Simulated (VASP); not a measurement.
# H11C7O in VASP: further runs, part 2 of 2

VASP 6.6.1.

## Step 3: Relaxation of the atoms, PBE+D3(BJ)

File INCAR:

```
SYSTEM = H11C7O
  PREC = Accurate
  ENCUT = 520
  EDIFF = 1E-6
  ISMEAR = -1
  SIGMA = 0.05
  LREAL = Auto
  LASPH = .True.
  NELM = 100
  ALGO = Normal
  ISIF = 2
  LWAVE = .False.
  LCHARG = .False.
  GGA = PE
  IVDW = 12
  IBRION = 2
  NSW = 35
  EDIFFG = -0.3
```

File KPOINTS:

```
Automatic mesh
0
Gamma
  1 1 1
  0 0 0
```

File POSCAR:

```
H11C7O
1.0
    8.9093790000      0.0000000000      0.0000000000
    0.0000000000      8.9093790000      0.0000000000
    0.0000000000      0.0000000000      8.9093790000
C O H
14 2 22
Direct
    0.9340005000      0.3269289000      0.5758845000
    0.8244739000      0.4086085000      0.4752318000
    0.5111880000      0.4134129000      0.7281247000
    0.5930254000      0.5440858000      0.7990178000
    0.5199318000      0.7611243000      0.5008597000
    0.4853223000      0.8460101000      0.6020019000
    0.8470900000      0.8405658000      0.8253948000
    0.9265944000      0.8853017000      0.7238520000
    0.0934726000      0.0165539000      0.3060953000
    0.0720717000     -0.0132350000      0.1746122000
    0.0165061000      0.5902114000      0.2110298000
    0.0154468000      0.5259518000      0.0906025000
    0.2786205000      0.2731800000      0.2007332000
    0.3060987000      0.1732632000      0.1118808000
    0.7493959000      0.2976696000      0.3874594000
    0.4818636000      0.6411290000      0.8612578000
    0.6787209000      0.3492006000      0.3223784000
    0.7440661000      0.4728834000      0.5432551000
    0.8846105000      0.4886476000      0.4031125000
    0.9954766000      0.4062932000      0.6464642000
    0.8739441000      0.2481914000      0.6480629000
    1.0143218000      0.2639368000      0.5080865000
    0.5334941000      0.7255018000      0.9070995000
    0.6701288000      0.5035632000      0.8864068000
    0.6605214000      0.6030120000      0.7141894000
    0.5907121000      0.3344646000      0.6780988000
    0.4449811000      0.3544917000      0.8127475000
    0.4353851000      0.4538225000      0.6407344000
    0.4549886000      0.9204086000      0.6906486000
    0.5502655000      0.6867257000      0.4122130000
    0.9962764000      0.9245106000      0.6348543000
    0.7774080000      0.8013569000      0.9143924000
    0.0533148000     -0.0393437000      0.0593732000
    0.1122295000      0.0426626000      0.4213343000
    0.0145183000      0.4696311000     -0.0149467000
    0.0174346000      0.6465321000      0.3165790000
    0.3301821000      0.0856905000      0.0340057000
    0.2545371000      0.3607526000      0.2786083000
```

Potentials or basis: VASP PAW PBE potentials, release 64 (C, O, H).

Launch:

```sh
cat potpaw_PBE.64/C/POTCAR potpaw_PBE.64/O/POTCAR potpaw_PBE.64/H/POTCAR > POTCAR
mpirun -np 1 vasp_gam > vasp.out
```

OUTCAR:

```text
SYSTEM = H11C7O
   PREC = Accurate
   ENCUT = 520
   EDIFF = 1E-6
   ISMEAR = -1
   LREAL = Auto
   LASPH = .True.
   NELM = 100
   ISIF = 2
   GGA = PE
   IVDW = 12
   IBRION = 2
   NSW = 35
   EDIFFG = -0.3
 IVDW          = 12

 ion  position               nearest neighbor table
   1  0.934  0.327  0.576-  22 1.09  21 1.09  20 1.09   2 1.51
   2  0.824  0.409  0.475-  18 1.10  19 1.10  15 1.43   1 1.51
   3  0.511  0.413  0.728-  27 1.09  28 1.09  26 1.09   4 1.51
   4  0.593  0.544  0.799-  24 1.10  25 1.10  16 1.43   3 1.51
   5  0.520  0.761  0.501-  30 1.07   6 1.22
   6  0.485  0.846  0.602-  29 1.07   5 1.22
   7  0.847  0.841  0.825-  32 1.07   8 1.22
   8  0.927  0.885  0.724-  31 1.07   7 1.22
   9  0.093  0.017  0.306-  34 1.07  10 1.22
  10  0.072  0.987  0.175-  33 1.07   9 1.22
  11  0.017  0.590  0.211-  36 1.07  12 1.22
  12  0.015  0.526  0.091-  35 1.07  11 1.22
  13  0.279  0.273  0.201-  38 1.07  14 1.22
  14  0.306  0.173  0.112-  37 1.07  13 1.22
  15  0.749  0.298  0.387-  17 0.97   2 1.43
  16  0.482  0.641  0.861-  23 0.97   4 1.43
  17  0.679  0.349  0.322-  15 0.97
[... 19 lines left out ...]
  37  0.330  0.086  0.034-  14 1.07
  38  0.255  0.361  0.279-  13 1.07

  LATTYP: Found a simple cubic cell.
 ALAT       =     8.9093790000

  Lattice vectors:

 A1 = (   8.9093790000,   0.0000000000,   0.0000000000)
 A2 = (   0.0000000000,   8.9093790000,   0.0000000000)
[... 221 lines left out ...]
  ext. energy  EPLUGINS =         0.00000000
  ---------------------------------------------------
  free energy    TOTEN  =      -207.90461442 eV

  energy without entropy =     -207.90461442  energy(sigma->0) =     -207.90461442

------------------------ aborting loop because EDIFF is reached ----------------------------------------

 Edisp (eV)   -1.19043

 E8    (eV) :    -0.2841
[... 213 lines left out ...]
  FREE ENERGIE OF THE ION-ELECTRON SYSTEM (eV)
  ---------------------------------------------------
  free  energy   TOTEN  =      -209.1306782348 eV

  energy  without entropy=     -209.1306782348  energy(sigma->0) =     -209.13067823

[... ionic steps 4 to 14 ...]

--------------------------------------- Ionic step       15  -------------------------------------------

 number of electron      89.9999988 magnetization

------------------------ aborting loop because EDIFF is reached ----------------------------------------
[... 147 lines left out ...]
--------------------------------------- Ionic step       17  -------------------------------------------

 number of electron      89.9999989 magnetization

 Free energy of the ion-electron system (eV)
  ---------------------------------------------------
  ext. energy  EPLUGINS =         0.00000000
  ---------------------------------------------------
  free energy    TOTEN  =      -208.20988671 eV

  energy without entropy =     -208.20988671  energy(sigma->0) =     -208.20988671

 E-fermi :  -2.6562     XC(G=0):  -5.1213

 val. band max:       -3.9310981425   @ k =   0.0000   0.0000   0.0000
 cond. band min:       0.7717329403   @ k =   0.0000   0.0000   0.0000
 fundamental gap:      4.7028310828
 Fermi energy:        -2.6562078432

 k-point     1 :       0.0000    0.0000    0.0000
  band No.  band energies     occupation
      1     -23.2723      2.00000
      2     -23.1347      2.00000
      3     -16.7838      2.00000
      4     -16.5843      2.00000
      5     -16.5071      2.00000
      6     -16.4469      2.00000
[... 49 lines left out ...]
     56       1.9720      0.00000
     57       2.1452      0.00000
 [bands above 57 left out]

------------------------ aborting loop because EDIFF is reached ----------------------------------------

 Edisp (eV)   -1.18045

 E8    (eV) :    -0.2805
[... 61 lines left out ...]
  FREE ENERGIE OF THE ION-ELECTRON SYSTEM (eV)
  ---------------------------------------------------
  free  energy   TOTEN  =      -209.3903326955 eV

  energy  without entropy=     -209.3903326955  energy(sigma->0) =     -209.39033270

 reached required accuracy - stopping structural energy minimisation
```

It took 20 min on 1 thread of Intel Xeon 6975P-C, shared host; peak memory 0.76 GiB.

Results:

```yaml
Free_energy: -209.3903 eV
Energy_gained_by_relaxing: 7.8 meV/atom
Ionic_steps: 17
Pressure_after_relaxing: 0.1 GPa
Largest_force_after_relaxing: 0.286 eV/Å
Band_gap_on_the_k_mesh: 4.70 eV
Dispersion_energy_per_atom: -0.031 eV
```

Forces in eV/Å, atoms in the order of the input:
```
C    0.125 -0.118  0.124
C   -0.092 -0.113 -0.102
C   -0.144 -0.177 -0.076
C   -0.104  0.123  0.120
C   -0.015  0.014 -0.044
C   -0.002  0.014 -0.043
C    0.012 -0.024  0.101
C    0.036  0.028 -0.058
C    0.080  0.084  0.141
C   -0.016 -0.035 -0.200
C    0.021  0.163  0.147
C    0.024 -0.089 -0.218
C   -0.061  0.101  0.099
C    0.026 -0.121 -0.043
O   -0.005  0.003  0.099
O   -0.072 -0.107  0.071
H    0.031 -0.011  0.005
H   -0.065  0.046  0.038
H    0.023  0.024 -0.073
H   -0.038  0.068 -0.003
H   -0.034  0.002 -0.006
H    0.006 -0.009 -0.046
H    0.048  0.003  0.001
H    0.115 -0.110  0.099
H    0.039  0.074 -0.054
H    0.062 -0.005  0.034
H   -0.051 -0.015  0.081
H   -0.037  0.069  0.007
H   -0.004 -0.006 -0.110
H   -0.025  0.084 -0.010
H   -0.065 -0.022  0.043
H    0.108  0.030  0.002
H   -0.202 -0.180  0.093
H   -0.094 -0.162  0.033
H   -0.022  0.014  0.068
H    0.042  0.092 -0.158
H    0.194  0.150 -0.033
H    0.157  0.117 -0.128
```

Step by step:
```tsv
step	energy change (eV)	largest force (eV/Å)	pressure (GPa)
1	0.0000	1.3759	0.16
2	3.3735	17.1654	4.13
3	-0.0356	0.6726	0.43
4	-0.1047	0.6001	0.28
5	-0.1132	1.0082	0.21
6	-0.1507	0.7284	0.09
7	-0.1872	0.7020	-0.16
8	-0.2079	0.7984	0.06
9	-0.2087	0.5782	0.02
10	-0.2343	0.4458	0.01
11	-0.2404	0.6189	0.01
12	-0.2568	0.3454	-0.06
13	-0.2624	0.6848	-0.13
14	-0.2719	0.4258	-0.07
15	-0.2748	0.5086	0.00
16	-0.2812	0.3799	0.02
17	-0.2953	0.2860	0.09
```

Final structure:
```xyz
38
Lattice="8.9094 0.0000 0.0000 0.0000 8.9094 0.0000 0.0000 0.0000 8.9094" Properties=species:S:1:pos:R:3 pbc="T T T"
C     8.3162    2.9133    5.1393
C     7.3368    3.6329    4.2420
C     4.5476    3.6753    6.4996
C     5.2794    4.8289    7.1396
C     4.6238    6.8082    4.4285
C     4.3115    7.5578    5.3221
C     7.5617    7.5000    7.3641
C     8.2612    7.8933    6.4623
C     0.7312    0.0131    2.7641
C     0.5256    8.6764    1.6022
C     0.1570    5.2958    1.8478
C     0.1246    4.7009    0.7987
C     2.6077    2.5271    1.7376
C     2.8597    1.6496    0.9494
O     6.6462    2.6435    3.4587
O     4.2969    5.6961    7.7424
H     6.0374    3.0899    2.8453
H     6.6278    4.2201    4.8430
H     7.8718    4.3288    3.5846
H     8.8739    3.6208    5.7687
H     7.8042    2.1953    5.7954
H     0.1364    2.3583    4.5351
H     4.7476    6.4795    8.0960
H     5.9785    4.4704    7.9101
H     5.8589    5.3829    6.3873
H     5.2421    2.9598    6.0413
H     3.9462    3.1397    7.2441
H     3.8751    4.0327    5.7086
H     4.0512    8.2065    6.1333
H     4.9051    6.1264    3.6520
H     8.8654    8.2315    5.6444
H     6.9630    7.1366    8.1744
H     0.4269    8.5328    0.5437
H     1.0146    0.3684    3.7326
H     0.1382    4.1709    8.7766
H     0.1954    5.8297    2.7762
H     2.9761    0.7904    0.3210
H     2.2620    3.2406    2.4580
```

Caveat: the k points lie up to 0.71 Å⁻¹ apart; the relaxation stopped at a loose force limit of 0.3 eV/Å, so its end isn't a converged minimum.
